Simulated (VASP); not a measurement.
Set up this calculation in VASP 6.6.1, as the native input.

```
Task                   : single point
Functional             : revPBE
Potentials or basis    : VASP PAW PBE potentials, release 64 (Sr_sv)
Cutoff                 : 520 eV
k mesh                 : 6 × 6 × 9
Occupations            : fermi-dirac, width 0.1 eV
Spin                   : no spin polarisation
Dipole correction      : no
Further INCAR settings : ALGO = Normal; EDIFF = 1e-06; NBANDS = 22
```

The structure of Sr lies in POSCAR:

```
Sr
1.0
    7.2223383278      0.0000000000      0.0000000000
   -3.6111691639      6.2547284666      0.0000000000
    0.0000000000      0.0000000000      4.3273582239
Sr
3
Direct
    0.0000000000      1.0000000000      0.0000000000
    0.3333333333      0.6666666667      0.5000000000
    0.6666666667      0.3333333333      0.5000000000
```

This isn't the form of Sr at room conditions, which is fcc.

These files were run (other wordings do the same):

INCAR

```
  PREC = Accurate
  ENCUT = 520
  EDIFF = 1E-6
  ISMEAR = -1
  SIGMA = 0.1
  LREAL = False
  LASPH = True
  NELM = 80
  ALGO = Normal
  ISIF = 2
  LWAVE = False
  LCHARG = False
  GGA = RE
  NBANDS = 22
```

KPOINTS

```
regular mesh
0
Gamma
  6 6 9
```

Potentials or basis: VASP PAW PBE potentials, release 64 (Sr_sv).

Launch:

```bash
$ cat potpaw_PBE.64/Sr_sv/POTCAR > POTCAR
$ mpirun -np 1 vasp_std > vasp.out
```

Results of the run:

* Pressure: -1.0 GPa
* Band gap on the k mesh: zero (bands 15 and 16 overlap by 0.23 eV)

Caveat: the PAW data sets were made with another functional, which shifts forces and pressure a little.

Wall time 75 s on 1 thread of AMD EPYC 9R45 96-Core Processor (Zen 5), on a shared host, peak memory 0.31 GiB.
